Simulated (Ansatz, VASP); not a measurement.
# Two plane-wave programs on BN

File INCAR:

```
PREC     = Accurate       # precision mode
ENCUT    = 520            # plane-wave cutoff, eV
EDIFF    = 1E-6           # SCF threshold, eV
ISMEAR   = 0              # smearing method
SIGMA    = 0.05           # smearing width, eV
LREAL    = F              # projectors in reciprocal space
LASPH    = T              # aspherical terms in the spheres
NELM     = 100            # most SCF steps
ALGO     = Normal         # electronic algorithm
ISIF     = 2              # what is computed and relaxed
LWAVE    = F              # write WAVECAR
LCHARG   = F              # write CHGCAR
GGA      = PE             # functional
NBANDS   = 11             # bands
```

The input KPOINTS:

```
Automatic mesh
0
Gamma
  12 12 12
```

Contents of POSCAR:

```
BN
1.0
    0.0000000000      1.7801360689      1.9145365336
    1.9145365336      0.0000000000      1.9145365336
    1.9145365336      1.7801360689      0.0000000000
B N
1 1
Direct
    0.0000000000      0.0000000000      0.0000000000
    0.7500000000      0.7500000000      0.7500000000
```

Input for Ansatz:

```yaml
crystal:
  lattice:
    - [0.0, 1.7801360689, 1.9145365336]
    - [1.9145365336, 0.0, 1.9145365336]
    - [1.9145365336, 1.7801360689, 0.0]
  atoms:
    - { symbol: B, position: [0.0, 0.0, 0.0] }
    - { symbol: "N", position: [0.75, 0.75, 0.75] }
basis:
  ecutwfc: 520.0
kpoints:
  mp_grid: { grid: [12, 12, 12] }
hamiltonian:
  xc: pbe
scf:
  occupations: { method: gaussian, width: 0.05 }
output:
  forces: true
  stress: true
  eigenvalues: true
```

Alike in both runs: task single point; functional PBE; k mesh 12 × 12 × 12; occupations gaussian, width 0.05 eV; no spin polarisation.

|  | VASP | Ansatz |
| --- | --- | --- |
| version | VASP 6.6.1 | Ansatz 0.2.0 |
| potentials or method | VASP PAW PBE potentials, release 64 (B, N), cutoff 520 eV | scalar-relativistic, plane waves, PAW |
| valence electrons in the cell | 8 | 8 |

VASP gave:

```
gap on the k mesh at the Fermi level (eV) : 3.25
least direct gap on the mesh (eV)         : 7.66
```

Task: What did Ansatz give for the same quantities?

Result: gap on the k mesh at the Fermi level (eV): 3.26; least direct gap on the mesh (eV): 7.67.
